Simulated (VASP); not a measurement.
Crystal: Zr4HSe8.

```
Zr Se H
1.0
     7.47224    0.00000    0.00000
    -3.73612    6.47115    0.00000
     0.00000    0.00000    6.03634
Zr Se H
4 8 1
Direct
  0.00000 0.00000 0.00000
  0.00000 0.50000 0.00000
  0.50000 0.00000 0.00000
  0.50000 0.50000 0.00000
  0.16667 0.33333 0.26490
  0.16667 0.83333 0.26490
  0.66667 0.33333 0.26490
  0.66667 0.83333 0.26490
  0.33333 0.16667 0.73510
  0.33333 0.66667 0.73510
  0.83333 0.16667 0.73510
  0.83333 0.66667 0.73510
  0.00000 0.00000 0.50000
```

| Property | Result |
| --- | --- |
| Program | VASP 6.6.1 |
| Task | relaxation of cell and atoms |
| Functional | PBE |
| Dispersion | D3(BJ) |
| Potentials or basis | VASP PAW PBE potentials, release 64 (Zr_sv, Se, H) |
| Cutoff | 600 eV |
| k mesh | 3 × 3 × 4 |
| Occupations | gaussian, width 0.1 eV |
| Spin | no spin polarisation |

At the start: pressure -0.1 GPa; volume 22.45 Å³/atom.

Q: Where does the relaxation end?

A: Over 9 steps the energy falls by 5.4 meV/atom and the volume is 21.78 Å³/atom (-3.0 %); space group P-3m1 (No. 164, to 0.1 Å) before and after.

The path:
```
step  energy change (eV)  largest force (eV/Å)  pressure (GPa)  volume (Å³)
   1              0.0000                0.2209           -0.11       291.88
   2             -0.0189                0.1586           -0.32       291.21
   3             -0.0504                0.0600           -0.90       289.17
   4             -0.0619                0.1324           -0.30       286.41
   5             -0.0645                0.1834            0.15       284.47
   6             -0.0671                0.1433            0.14       283.91
   7             -0.0697                0.0388            0.10       282.50
   8             -0.0697                0.0429            0.11       282.55
   9             -0.0700                0.0189           -0.06       283.14
```

Final structure:
```cif
data_structure
_symmetry_space_group_name_H-M 'P 1'
_symmetry_Int_Tables_number 1
_cell_length_a 7.4782
_cell_length_b 7.4782
_cell_length_c 5.8463
_cell_angle_alpha 90.000
_cell_angle_beta 90.000
_cell_angle_gamma 120.000
_cell_volume 283.14
loop_
_atom_site_label
_atom_site_type_symbol
_atom_site_fract_x
_atom_site_fract_y
_atom_site_fract_z
_atom_site_occupancy
Zr1 Zr 0.00000 0.00000 0.00000 1
Zr2 Zr 0.00000 0.50000 0.00000 1
Zr3 Zr 0.50000 0.00000 0.00000 1
Zr4 Zr 0.50000 0.50000 0.00000 1
Se1 Se 0.16763 0.33526 0.27523 1
Se2 Se 0.16763 0.83237 0.27523 1
Se3 Se 0.66667 0.33333 0.27215 1
Se4 Se 0.66474 0.83237 0.27523 1
Se5 Se 0.33526 0.16763 0.72477 1
Se6 Se 0.33333 0.66667 0.72785 1
Se7 Se 0.83237 0.16763 0.72477 1
Se8 Se 0.83237 0.66474 0.72477 1
H1 H 0.00000 0.00000 0.50000 1
```

Caveat: an odd number of electrons without spin polarisation forces a metal; a magnetic or distorted state may lie lower.
